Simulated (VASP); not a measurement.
Set up this calculation in VASP 6.6.1, as the native input.

```
Task                   : single point
Functional             : PBE
Potentials or basis    : VASP PAW PBE potentials, release 64 (Pt)
Cutoff                 : 520 eV
k mesh                 : 18 × 18 × 10
Occupations            : gaussian, width 0.15 eV
Spin                   : no spin polarisation
Dipole correction      : no
Further INCAR settings : ALGO = Fast; EDIFF = 1e-06; NBANDS = 17
```

The structure of Pt lies in POSCAR:

```
Pt
1.0
    2.7585396147      0.0000000000      0.0000000000
   -1.3792698074      2.7473101912      0.0000000000
    0.0000000000      0.0000000000      4.7813829983
Pt
2
Direct
    0.6666666667      0.3333333333      0.7500000000
    0.3333333333      0.6666666667      0.2500000000
```

This cell differs from its parent crystal: normal strain along x +0.0000, normal strain along y +0.1500.

The input as run:

INCAR

```
  PREC = Accurate
  ENCUT = 520
  EDIFF = 1E-6
  ISMEAR = 0
  SIGMA = 0.15
  LREAL = F
  LASPH = T
  NELM = 80
  ALGO = Fast
  ISIF = 2
  LWAVE = F
  LCHARG = T
  GGA = PE
  LELF = T
  LVHAR = T
  NBANDS = 17
```

KPOINTS

```
regular mesh
0
Gamma
  18 18 10
```

Potentials or basis: VASP PAW PBE potentials, release 64 (Pt).

Run with:

```console
$ cat potpaw_PBE.64/Pt/POTCAR > POTCAR
$ mpirun -np 1 vasp_std > vasp.out
```

Results of the run:

The pressure is -21.0 GPa and the largest force is 0.019 eV/Å. The band gap on the k mesh is zero (bands 10 and 11 overlap by 1.15 eV).

Caveat: the cell differs from its parent crystal (normal strain along x +0.0000, normal strain along y +0.1500); the stress differs along the axes, from -25 to -16 GPa; spin-orbit coupling is left out, which moves the levels of the heavy elements.

Run time: 4.3 min on 1 thread of Intel(R) Xeon(R) Platinum 8259CL CPU @ 2.50GHz (Skylake/Cascade Lake) (shared host), peak memory 0.38 GiB.
